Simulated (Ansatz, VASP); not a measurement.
## One calculation of Gd, two programs

Contents of INCAR:

```
SYSTEM = Gd
PREC = Accurate ; ENCUT = 600
EDIFF = 1E-6 ; ISMEAR = -1
SIGMA = 0.05 ; LREAL = .False.
LASPH = .True. ; NELM = 200
ALGO = Normal ; ISIF = 2
LWAVE = .False. ; LCHARG = .True.
ISPIN = 2 ; MAGMOM = 7
LORBIT = 11 ; LMAXMIX = 6
GGA = PE ; LELF = .True.
LVHAR = .True. ; NBANDS = 19
GGA_COMPAT = .False.
```

The input KPOINTS:

```
Automatic mesh
0
Gamma
  10 10 10
  0 0 0
```

POSCAR

```
Gd
1.0
    3.2924818792      0.0000000000      0.0000000000
    0.0000000000      3.2924818792      0.0000000000
    0.0000000000      0.0000000000      3.2924818792
Gd
1
Direct
    0.0000000000      0.0000000000      0.0000000000
```

Input for Ansatz:

```yaml
crystal:
  lattice:
    - [3.2924818792, 0.0, 0.0]
    - [0.0, 3.2924818792, 0.0]
    - [0.0, 0.0, 3.2924818792]
  atoms:
    - { symbol: Gd, position: [0.0, 0.0, 0.0], spin: 7.0 }
magnetization:
  spin_polarized: true
kpoints:
  mp_grid: { grid: [10, 10, 10] }
scf:
  occupations: { method: fermi_dirac, width: 0.05 }
hamiltonian:
  xc: pbe
  pseudopotentials: { kind: all_electron, lapw: { basis_error: 0.0005 } }
output:
  forces: true
  stress: true
  eigenvalues: true
```

Change from the starting cell: volume scaled by 1.03.

Alike in both runs: task single point; functional PBE; k mesh 10 × 10 × 10; occupations fermi-dirac, width 0.05 eV; collinear spin.

|  | VASP | Ansatz |
| --- | --- | --- |
| version | VASP 6.6.1 | Ansatz 0.2.0 |
| potentials or method | VASP PAW PBE potentials, release 64 (Gd), cutoff 600 eV | all-electron LAPW, scalar-relativistic |

```tsv
	VASP	Ansatz	Ansatz less VASP
pressure (GPa)	-0.8	-0.7	+0.07
net moment per atom (μB)	7.88	7.87	-0.009
size of the moment on the site where the two differ most (μB)	7.14	7.64	+0.501
```

Site moments also hang on the region over which each program counts them. Ansatz ran all-electron here, and VASP with PAW potentials.

Spin-orbit coupling is off throughout.
